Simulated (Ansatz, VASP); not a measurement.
# One calculation of Se, two programs

The input POSCAR:

```
Se
1.0
    4.3662000000      0.0000000000      0.0000000000
   -2.1831000000      3.7812401180      0.0000000000
    0.0000000000      0.0000000000      4.9536000000
Se
3
Direct
    0.7746000000      0.7746000000      0.0000000000
    0.0000000000      0.2254000000      0.6666666667
    0.2254000000      0.0000000000      0.3333333333
```

INCAR.step1

```
PREC     = Accurate       # precision mode
ENCUT    = 400            # plane-wave cutoff, eV
EDIFF    = 1E-5           # SCF threshold, eV
ISMEAR   = -1             # smearing method
SIGMA    = 0.05           # smearing width, eV
LREAL    = False          # projectors in reciprocal space
LASPH    = True           # aspherical terms in the spheres
NELM     = 120            # most SCF steps
ALGO     = Normal         # electronic algorithm
ISIF     = 2              # what is computed and relaxed
LWAVE    = True           # write WAVECAR
NBANDS   = 16             # bands
GGA      = PE             # functional
GGA_COMPAT= False
```

INCAR.step2

```
PREC     = Accurate       # precision mode
ENCUT    = 400            # plane-wave cutoff, eV
EDIFF    = 1E-6           # SCF threshold, eV
ISMEAR   = -1             # smearing method
SIGMA    = 0.05           # smearing width, eV
LREAL    = False          # projectors in reciprocal space
LASPH    = True           # aspherical terms in the spheres
NELM     = 120            # most SCF steps
ALGO     = Normal         # electronic algorithm
ISIF     = 2              # what is computed and relaxed
LWAVE    = False          # write WAVECAR
LCHARG   = True           # write CHGCAR
GGA      = PS             # functional
LHFCALC  = True           # exact exchange
AEXX     = 0.25           # exact-exchange fraction
PRECFOCK = Normal       
LELF     = True           # ELF
LVHAR    = True         
NBANDS   = 16             # bands
ISTART   = 1            
GGA_COMPAT= False
```

Contents of KPOINTS:

```
regular mesh
0
Gamma
  4 4 3
```

File input.yaml:

```yaml
crystal:
  lattice:
    - [4.3662, 0.0, 0.0]
    - [-2.1831, 3.781240118, 0.0]
    - [0.0, 0.0, 4.9536]
  atoms:
    - { symbol: Se, position: [0.7746, 0.7746, 0.0] }
    - { symbol: Se, position: [0.0, 0.2254, 0.6666666667] }
    - { symbol: Se, position: [0.2254, 0.0, 0.3333333333] }
hamiltonian:
  xc: { exchange: pbesol, correlation: pbesol, exx: { coeff: 0.25 } }
  pseudopotentials: { kind: paw }
kpoints:
  mp_grid: { grid: [4, 4, 3] }
  band_path:
    path:
      - [[0.0, 0.0, 0.0], [0.5, 0.0, 0.0], [0.3333333333, 0.3333333333, 0.0], [0.0, 0.0, 0.0], [0.0, 0.0, 0.5], [0.5, 0.0, 0.5], [0.3333333333, 0.3333333333, 0.5], [0.0, 0.0, 0.5]]
      - [[0.5, 0.0, 0.5], [0.5, 0.0, 0.0]]
      - [[0.3333333333, 0.3333333333, 0.0], [0.3333333333, 0.3333333333, 0.5]]
    npoints: 4
scf:
  occupations: { method: fermi_dirac, width: 0.05 }
  n_extra_bands: 7
output:
  forces: true
  stress: true
  eigenvalues: true
  fatbands: false
  write_density: true
  write_potential: true
  elf: true
  volumetric_format: npy
```

Alike in both runs: functional PBEsol-based global hybrid; k mesh 4 × 4 × 3; occupations fermi-dirac, width 0.05 eV; no spin polarisation.

|  | VASP | Ansatz |
| --- | --- | --- |
| version | VASP 6.6.1 | Ansatz 0.2.0 |
| potentials or method | VASP PAW PBE potentials, release 64 (Se) | Ansatz PAW |
| plane-wave cutoff (eV) | 400 | 420 |
| valence electrons in the cell | 18 | 48 |
| task | single point | band structure |

Ansatz gave:

* gap on the k mesh at the Fermi level (eV): 3.02
* pressure (GPa): -1.2
* traceless stress, the component that is largest in VASP (GPa): -0.56
* rms of the force components (eV/Å): 0.156

What did VASP give for the same quantities?

gap on the k mesh at the Fermi level (eV): 3.06; pressure (GPa): -1.4; traceless stress, the component that is largest in VASP (GPa): -0.60; rms of the force components (eV/Å): 0.162.

VASP's potentials were made for PBE, not for PBEsol-based global hybrid. Atom by atom the forces differ by 0.006 eV/Å (rms over components). With one functional, cell and mesh, what is left measures potentials, basis and numerics. VASP's potentials hold 18 valence electrons a cell and Ansatz's 48, so a difference there can come from the potentials and not from the codes.

The k mesh is coarse, so the values compare programs but aren't converged.
